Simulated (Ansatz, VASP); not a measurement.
## BN: VASP beside Ansatz

```
B N
1.0
     2.50399    0.00000    0.00000
    -1.25200    2.16852    0.00000
     0.00000    0.00000    6.66120
B N
2 2
Direct
  0.33333 0.66667 0.25000
  0.66667 0.33333 0.75000
  0.33333 0.66667 0.75000
  0.66667 0.33333 0.25000
```

Alike in both runs: task relaxation of cell and atoms; functional PBE; k mesh 12 × 12 × 4; occupations gaussian, width 0.02 eV; no spin polarisation.

|  | VASP | Ansatz |
| --- | --- | --- |
| version | VASP 6.6.1 | Ansatz 0.2.0 |
| potentials or method | VASP PAW PBE potentials, release 64 (B, N), cutoff 600 eV | scalar-relativistic, plane waves, PAW |
| valence electrons in the cell | 16 | 16 |

Ansatz gave:

```
gap on the k mesh at the Fermi level, each at its own relaxed structure (eV) : 4.38
relaxed volume (Å³/atom)                                                     : 11.50
relaxed length of the cell vector where the two differ most in proportion (Å)              : 8.420
```

Question: Estimate VASP's values.

Answer: gap on the k mesh at the Fermi level, each at its own relaxed structure (eV): 4.47; relaxed volume (Å³/atom): 10.44; relaxed length of the cell vector where the two differ most in proportion (Å): 7.638.

One of these differences is far larger than is usual between the two programs; its cause wasn't traced.

Noted on VASP's run: the volume moved by over 15 % at a fixed basis, so the end points are rough.
